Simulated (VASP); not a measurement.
# GeW (zincblende type) (F-43m) in VASP: further runs

Runs on GeW (zincblende type). Level: PBE. Tasks: single point, relaxation of cell and atoms.

Everything below comes from runs of VASP 6.6.1. Logs are shortened: lines on timing, memory, paths and dates and some standing lists are left out, and cuts for length are marked.

## Step 1: The cell of the first run

Symmetry: F-43m, No. 216, cubic system. The conventional cell has a = 4.285 Å, b = 4.285 Å, c = 4.285 Å, α = 90.00°, β = 90.00°, γ = 90.00°. W (site symmetry -43m) has 4 Ge at 1.86 Å within 2.5 Å. Within 2.5 Å of Ge (site symmetry -43m) lie 4 W at 1.86 Å.

## Step 2: Single point, PBE

The input, INCAR:

```
PREC     = Accurate       # precision mode
ENCUT    = 520            # plane-wave cutoff, eV
EDIFF    = 1E-6           # SCF threshold, eV
ISMEAR   = -1             # smearing method
SIGMA    = 0.05           # smearing width, eV
LREAL    = F              # projectors in reciprocal space
LASPH    = T              # aspherical terms in the spheres
NELM     = 80             # most SCF steps
ALGO     = Normal         # electronic algorithm
ISIF     = 2              # what is computed and relaxed
LWAVE    = F              # write WAVECAR
LCHARG   = F              # write CHGCAR
GGA      = PE             # functional
NBANDS   = 21             # bands
```

The input, KPOINTS:

```
Automatic mesh
0
Gamma
  14 14 14
```

The input, POSCAR:

```
GeW
1.0
    0.0000000000      2.1427350203      2.1427350203
    2.1427350203      0.0000000000      2.1427350203
    2.1427350203      2.1427350203      0.0000000000
W Ge
1 1
Direct
    0.0000000000      0.0000000000      0.0000000000
    0.2500000000      0.2500000000      0.2500000000
```

Potentials or basis: VASP PAW PBE potentials, release 64 (W_sv, Ge_d).

The run is started by

```
$ cat potpaw_PBE.64/W_sv/POTCAR potpaw_PBE.64/Ge_d/POTCAR > POTCAR
$ mpirun -np 1 vasp_std > vasp.out
```

OUTCAR:

```text
PREC = Accurate
   ENCUT = 520
   EDIFF = 1E-6
   ISMEAR = -1
   LREAL = F
   LASPH = T
   NELM = 80
   ISIF = 2
   GGA = PE

 ion  position               nearest neighbor table
   1  0.000  0.000  0.000-   2 1.86   2 1.86   2 1.86   2 1.86
   2  0.250  0.250  0.250-   1 1.86   1 1.86   1 1.86   1 1.86

  LATTYP: Found a face centered cubic cell.
 ALAT       =     4.2854700406

  Lattice vectors:

 A1 = (   0.0000000000,   2.1427350203,   2.1427350203)
 A2 = (   2.1427350203,   0.0000000000,   2.1427350203)
 A3 = (   2.1427350203,   2.1427350203,   0.0000000000)

Analysis of symmetry for initial positions (statically):
=====================================================================
 Subroutine PRICEL returns:
 Original cell was already a primitive cell.

 Routine SETGRP: Setting up the symmetry group for a
 face centered cubic supercell.

 Subroutine GETGRP returns: Found 24 space group operations
 (whereof 24 operations were pure point group operations)
 out of a pool of 48 trial point group operations.

The static configuration has the point symmetry T_d .

Analysis of symmetry for dynamics (positions and initial velocities):
=====================================================================
 Subroutine PRICEL returns:
 Original cell was already a primitive cell.

 Routine SETGRP: Setting up the symmetry group for a
 face centered cubic supercell.

 Subroutine GETGRP returns: Found 24 space group operations
 (whereof 24 operations were pure point group operations)
 out of a pool of 48 trial point group operations.

The dynamic configuration has the point symmetry T_d .

 Subroutine INISYM returns: Found 24 space group operations
 (whereof 24 operations are pure point group operations),
 and found     1 'primitive' translations

----------------------------------------------------------------------------------------

                                     Primitive cell

  volume of cell :      19.6759

  direct lattice vectors                    reciprocal lattice vectors
     0.000000000  2.142735020  2.142735020    -0.233346632  0.233346632  0.233346632
     2.142735020  0.000000000  2.142735020     0.233346632 -0.233346632  0.233346632
     2.142735020  2.142735020  0.000000000     0.233346632  0.233346632 -0.233346632

  length of vectors
     3.030284926  3.030284926  3.030284926     0.404168222  0.404168222  0.404168222

  position of ions in fractional coordinates (direct lattice)
     0.000000000  0.000000000  0.000000000
     0.250000000  0.250000000  0.250000000

  ion indices of the primitive-cell ions
   primitive index   ion index
                 1           1
                 2           2

----------------------------------------------------------------------------------------

 KPOINTS: Automatic mesh

Automatic generation of k-mesh.
 Grid dimensions read from file:
 generate k-points for:   14   14   14

 Generating k-lattice:

  Cartesian coordinates                     Fractional coordinates (reciprocal lattice)
    -0.016667617  0.016667617  0.016667617     0.071428571  0.000000000  0.000000000
     0.016667617 -0.016667617  0.016667617     0.000000000  0.071428571  0.000000000
     0.016667617  0.016667617 -0.016667617     0.000000000  0.000000000  0.071428571

  Length of vectors
     0.028869159  0.028869159  0.028869159

  Shift w.r.t. Gamma in fractional coordinates (k-lattice)
     0.000000000  0.000000000  0.000000000

 Subroutine IBZKPT returns following result:
 ===========================================

 Found    104 irreducible k-points:

 Following reciprocal coordinates:
            Coordinates               Weight
  0.000000  0.000000  0.000000      1.000000
  0.071429  0.000000  0.000000      8.000000
  0.142857  0.000000  0.000000      8.000000
  0.214286  0.000000  0.000000      8.000000
  0.285714  0.000000  0.000000      8.000000
  0.357143  0.000000  0.000000      8.000000
[... 16 lines left out ...]
  0.214286  0.142857  0.000000     24.000000
  0.285714  0.142857  0.000000     24.000000
 [... further k-points ...]
   k-points           NKPTS =    104   k-points in BZ     NKDIM =    104   number of bands    NBANDS=     21
   number of dos      NEDOS =    301   number of ions     NIONS =      2
   total plane-waves  NPLWV =  13824
   dimension x,y,z NGX =    24 NGY =   24 NGZ =   24
   dimension x,y,z NGXF=    48 NGYF=   48 NGZF=   48
   ions per type =               1   1
   NGX,Y,Z   is equivalent  to a cutoff of  13.17, 13.17, 13.17 a.u.
   NGXF,Y,Z  is equivalent  to a cutoff of  26.33, 26.33, 26.33 a.u.
 SYSTEM =  unknown system
   PREC   = accura    normal or accurate (medium, high low for compatibility)
   ISTART =      0    job   : 0-new  1-cont  2-samecut
   ICHARG =      2    charge: 1-file 2-atom 10-const
   ISPIN  =      1    spin polarized calculation?
   LNONCOLLINEAR =      F non collinear calculations
   LSORBIT =      F    spin-orbit coupling
[... 67 lines left out ...]
     21      40.3830      0.00000

 k-point     2 :       0.0714    0.0000    0.0000
  band No.  band energies     occupation
      1     -56.7082      2.00000
      2     -22.0132      2.00000
      3     -21.9808      2.00000
      4     -21.9808      2.00000
      5      -9.6503      2.00000
      6      -9.6503      2.00000
[... 13 lines left out ...]
     20      33.8754      0.00000
     21      38.1330      0.00000

 k-point     3 :       0.1429    0.0000    0.0000
  band No.  band energies     occupation
      1     -56.6983      2.00000
      2     -22.1049      2.00000
      3     -21.9830      2.00000
      4     -21.9830      2.00000
      5      -9.6548      2.00000
      6      -9.6548      2.00000
[... 13 lines left out ...]
     20      34.3830      0.00000
     21      36.4106      0.00000

 k-point     4 :       0.2143    0.0000    0.0000
  band No.  band energies     occupation
      1     -56.6839      2.00000
      2     -22.2343      2.00000
      3     -21.9862      2.00000
      4     -21.9862      2.00000
      5      -9.6561      2.00000
      6      -9.6561      2.00000
[... 13 lines left out ...]
     20      32.1236      0.00000
     21      34.0590      0.00000

 k-point     5 :       0.2857    0.0000    0.0000
  band No.  band energies     occupation
      1     -56.6679      2.00000
      2     -22.3737      2.00000
      3     -21.9899      2.00000
      4     -21.9899      2.00000
      5      -9.6490      2.00000
      6      -9.6490      2.00000
[... 13 lines left out ...]
     20      32.5278      0.00000
     21      32.9836      0.00000

 k-point     6 :       0.3571    0.0000    0.0000
  band No.  band energies     occupation
      1     -56.6535      2.00000
      2     -22.4958      2.00000
      3     -21.9933      2.00000
      4     -21.9933      2.00000
      5      -9.6327      2.00000
      6      -9.6327      2.00000
[... 13 lines left out ...]
     20      34.8750      0.00000
     21      34.9590      0.00000

 k-point     7 :       0.4286    0.0000    0.0000
  band No.  band energies     occupation
      1     -56.6435      2.00000
      2     -22.5785      2.00000
      3     -21.9958      2.00000
      4     -21.9958      2.00000
      5      -9.6248      2.00000
      6      -9.6138      2.00000
[... 13 lines left out ...]
     20      37.0611      0.00000
     21      37.0612      0.00000
[... 291 lines left out ...]
      1     -56.6911      2.00000
      2     -22.1585      2.00000
      3     -22.0015      2.00000
      4     -21.9789      2.00000
      5      -9.6772      2.00000
      6      -9.6367      2.00000
[... 13 lines left out ...]
     20      32.9428      0.00000
     21      34.7539      0.00000

 k-point    21 :      -0.0714    0.0714    0.0000
  band No.  band energies     occupation
      1     -56.7025      2.00000
      2     -22.0606      2.00000
      3     -21.9906      2.00000
      4     -21.9787      2.00000
      5      -9.6644      2.00000
      6      -9.6424      2.00000
[... 13 lines left out ...]
     20      34.8561      0.00000
     21      35.9399      0.00000

 k-point    22 :       0.1429    0.1429    0.0000
  band No.  band energies     occupation
      1     -56.6938      2.00000
      2     -22.1177      2.00000
      3     -21.9977      2.00000
      4     -21.9977      2.00000
      5      -9.7000      2.00000
      6      -9.6167      2.00000
[... 13 lines left out ...]
     20      34.9487      0.00000
     21      34.9487      0.00000

 k-point    23 :       0.2143    0.1429    0.0000
  band No.  band energies     occupation
      1     -56.6830      2.00000
      2     -22.2027      2.00000
      3     -22.0056      2.00000
      4     -22.0055      2.00000
      5      -9.7184      2.00000
      6      -9.6037      2.00000
[... 13 lines left out ...]
     20      32.9619      0.00000
     21      33.4153      0.00000

 k-point    24 :       0.2857    0.1429    0.0000
  band No.  band energies     occupation
      1     -56.6690      2.00000
      2     -22.3120      2.00000
      3     -22.0182      2.00000
      4     -22.0116      2.00000
      5      -9.7249      2.00000
      6      -9.5923      2.00000
[... 13 lines left out ...]
     20      32.3628      0.00000
     21      32.8838      0.00000

 [... further k-points ...]
[... 5 lines left out ...]
  --------------------------------------------------------------------------------------
  -------------------------------------------------------------------------------------
  Total       67.3600577     67.3600577     67.3600577      0.0000000      0.0000000      0.0000000
  in kB     5485.0126574   5485.0126574   5485.0126574      0.0000000      0.0000000      0.0000000
  external PRESSURE =    5485.0126574 kB  Pullay stress =       0.0000000 kB

 VOLUME and BASIS-vectors are now :
 -----------------------------------------------------------------------------
  energy-cutoff  :      520.00
  volume of cell :       19.68
      direct lattice vectors                 reciprocal lattice vectors
     0.000000000  2.142735020  2.142735020    -0.233346632  0.233346632  0.233346632
     2.142735020  0.000000000  2.142735020     0.233346632 -0.233346632  0.233346632
     2.142735020  2.142735020  0.000000000     0.233346632  0.233346632 -0.233346632

 POSITION                                       TOTAL-FORCE (eV/Angst)
 -----------------------------------------------------------------------------------
      0.00000      0.00000      0.00000        -0.000000     -0.000000     -0.000000
      1.07137      1.07137      1.07137         0.000000      0.000000      0.000000
 -----------------------------------------------------------------------------------
    total drift:                                0.000002      0.000002      0.000002

  FREE ENERGIE OF THE ION-ELECTRON SYSTEM (eV)
  ---------------------------------------------------
  free  energy   TOTEN  =         7.5860638227 eV

  energy  without entropy=        7.5965588591  energy(sigma->0) =        7.59131134
```

Run time: 20 s. Hardware: 1 thread of Intel Xeon Platinum 8375C at 2.90GHz (Ice Lake), shared host; peak memory 0.17 GiB.

What came out:

```yaml
Free_energy: 7.5861 eV
Pressure: 548.5 GPa
Band_gap_on_the_k_mesh: zero (band 14 reaches 18.32 eV, above the bottom of band 15 at 15.95 eV)
```

Caveat: spin-orbit coupling is left out, which moves the levels of the heavy elements.

## Step 3: Relaxation of cell and atoms, PBE, target pressure 520 GPa, at which the enthalpy is minimised

This run uses another cell than the first one, of 9.01 Å³/atom, 0.915 times its volume.

The input, INCAR:

```
ALGO = Normal
EDIFF = 1E-7
EDIFFG = -0.005
ENCUT = 600
GGA = PE
IBRION = 2
ISIF = 3
ISMEAR = -1
LASPH = T
LCHARG = F
LREAL = F
LWAVE = F
NELM = 80
NSW = 60
PREC = Accurate
PSTRESS = 5200.0
SIGMA = 0.05
```

The input, KPOINTS:

```
k-points
0
Gamma
  14 14 14
```

The input, POSCAR:

```
GeW
1.0
    0.0000000000      2.0805837890      2.0805837890
    2.0805837890      0.0000000000      2.0805837890
    2.0805837890      2.0805837890      0.0000000000
W Ge
1 1
Direct
    0.0000000000      0.0000000000      0.0000000000
    0.2500000000      0.2500000000      0.2500000000
```

Potentials or basis: VASP PAW PBE potentials, release 64 (W_sv, Ge_d).

The run is started by

```
$ cat potpaw_PBE.64/W_sv/POTCAR potpaw_PBE.64/Ge_d/POTCAR > POTCAR
$ mpirun -np 1 vasp_std > vasp.out
```

It took 2.9 min on 1 thread of Intel Xeon Platinum 8375C at 2.90GHz (Ice Lake), shared host; peak memory 0.19 GiB.

The run converged. Its results:

* Free energy: 6.4407 eV
* Relaxed volume: 10.01 Å³/atom
* Relaxed cell: a = 3.048 Å, b = 3.048 Å, c = 3.048 Å, α = 60.00°, β = 60.00°, γ = 60.00°
* Space group after relaxing (to 0.05 Å): F-43m (No. 216)
* Energy change on relaxing (the enthalpy is what falls): -3832.6 meV/atom
* Ionic steps: 12
* Pressure after relaxing: 520.0 GPa
* Band gap on the k mesh: zero (band 14 reaches 17.90 eV, above the bottom of band 15 at 15.64 eV)

Step by step:
```csv
step,energy change (eV),largest force (eV/Å),pressure (GPa),volume (Å³)
1,0.0000,0.0000,716.44,18.01
2,-26.7612,0.0000,-21.91,64.86
3,-15.3649,0.0000,329.04,22.98
4,-8.0203,0.0000,511.15,20.13
5,-7.6825,0.0000,519.56,20.02
6,-7.5471,0.0000,522.96,19.98
7,-7.5707,0.0000,522.36,19.99
8,-7.6414,0.0000,520.61,20.01
9,-7.6444,0.0000,520.52,20.01
10,-7.6537,0.0000,520.30,20.02
11,-7.6721,0.0000,519.82,20.02
12,-7.6652,0.0000,520.02,20.02
```

Final structure:
```
CELL_PARAMETERS angstrom
0.00000 2.15513 2.15513
2.15513 0.00000 2.15513
2.15513 2.15513 0.00000
ATOMIC_POSITIONS crystal
W 0.00000 0.00000 0.00000
Ge 0.25000 0.25000 0.25000
```

Levels at points of the mesh, in eV from the Fermi level:
| k point | band 11 | band 12 | band 13 | band 14 | band 15 | band 16 | band 17 | band 18 |
| --- | --- | --- | --- | --- | --- | --- | --- | --- |
| (0.00, 0.00, 0.00) | -6.18 | -6.18 | -6.18 | -0.61 | -0.61 | 8.41 | 10.21 | 10.21 |
| (0.50, 0.00, 0.00) | -5.80 | -5.49 | -5.49 | 0.91 | 0.91 | 3.21 | 6.96 | 9.18 |
| (0.50, 0.50, 0.00) | -9.72 | -2.68 | 0.20 | 0.20 | 0.89 | 3.32 | 3.32 | 5.00 |

Caveat: the cell is relaxed towards a set pressure, so the enthalpy falls and the energy may rise; spin-orbit coupling is left out, which moves the levels of the heavy elements.

## Step 4: Relaxation of cell and atoms, PBE, target pressure 520 GPa, at which the enthalpy is minimised

The input, INCAR:

```
SYSTEM = GeW
ALGO = Normal ; EDIFF = 1E-7
EDIFFG = -0.005 ; ENCUT = 600
GGA = PE ; IBRION = 2
ISIF = 3 ; ISMEAR = -1
LASPH = .True. ; LCHARG = .False.
LREAL = .False. ; LWAVE = .False.
NELM = 60 ; NSW = 32
PREC = Accurate ; PSTRESS = 5200.0
SIGMA = 0.05
```

The input, KPOINTS:

```
k-points
0
Gamma
  14 14 14
  0 0 0
```

The input, POSCAR:

```
GeW
1.0
    0.0000000000      2.1427350203      2.1427350203
    2.1427350203      0.0000000000      2.1427350203
    2.1427350203      2.1427350203      0.0000000000
W Ge
1 1
Direct
    0.0000000000      0.0000000000      0.0000000000
    0.2500000000      0.2500000000      0.2500000000
```

The run is started by

```
$ cat potpaw_PBE.64/W_sv/POTCAR potpaw_PBE.64/Ge_d/POTCAR > POTCAR
$ mpirun -np 1 vasp_std > vasp.out
```

It took 77 s on 1 thread of Intel Xeon Platinum 8375C at 2.90GHz (Ice Lake), shared host; peak memory 0.19 GiB.

Results (log left out):

```yaml
Free_energy: 6.4388 eV
Relaxed_volume: 10.01 Å³/atom
Relaxed_cell: a = 3.048 Å, b = 3.048 Å, c = 3.048 Å, α = 60.00°, β = 60.00°, γ = 60.00°
Space_group_after_relaxing_to_0.05_Å: F-43m (No. 216)
Energy_change_on_relaxing_the_enthalpy_is_what_falls: -573.0 meV/atom
Ionic_steps: 4
Pressure_after_relaxing: 520.0 GPa
Band_gap_on_the_k_mesh: zero (band 14 reaches 17.90 eV, above the bottom of band 15 at 15.64 eV)
```

Step by step:
```
step  energy change (eV)  largest force (eV/Å)  pressure (GPa)  volume (Å³)
   1              0.0000                0.0000          548.65        19.68
   2            -12.6081                0.0000          237.78        25.12
   3             -1.3013                0.0000          516.10        20.07
   4             -1.1460                0.0000          519.98        20.02
```

Final structure:
```xyz
2
Lattice="0.0000 2.1551 2.1551 2.1551 0.0000 2.1551 2.1551 2.1551 0.0000" Properties=species:S:1:pos:R:3 pbc="T T T"
W     0.0000    0.0000    0.0000
Ge    1.0776    1.0776    1.0776
```

Levels at points of the mesh, in eV from the Fermi level:
```csv
k point,band 12,band 13,band 14,band 15,band 16,band 17
"(0.00, 0.00, 0.00)",-6.18,-6.18,-0.61,-0.61,8.41,10.21
"(0.50, 0.00, 0.00)",-5.49,-5.49,0.91,0.91,3.21,6.96
"(0.50, 0.50, 0.00)",-2.68,0.20,0.20,0.89,3.32,3.32
```

Caveat: the cell is relaxed towards a set pressure, so the enthalpy falls and the energy may rise; spin-orbit coupling is left out, which moves the levels of the heavy elements.

## Step 5: Summary

```csv
task,cell,cutoff (eV),gap on the mesh (eV),pressure (GPa)
single point,"a = 3.030 Å, angles 60.0°, 2 atoms",520,none,548.5
relaxation of cell and atoms,"relaxed to 520 GPa from a = 2.942 Å, angles 60.0°, 2 atoms",600,none,520.0
relaxation of cell and atoms,"relaxed to 520 GPa from a = 3.030 Å, angles 60.0°, 2 atoms",600,none,520.0
```

Alike in all rows: level PBE; potentials or basis VASP PAW PBE potentials, release 64 (W_sv, Ge_d); no spin polarisation; k mesh 14 × 14 × 14; smearing fermi-dirac 0.05 eV.

Caveats: spin-orbit coupling is left out, which moves the levels of the heavy elements; the cell is relaxed towards a set pressure, so the enthalpy falls and the energy may rise (some runs).

Total energies depend on the potentials used, so only differences within one code and one set of settings carry meaning.
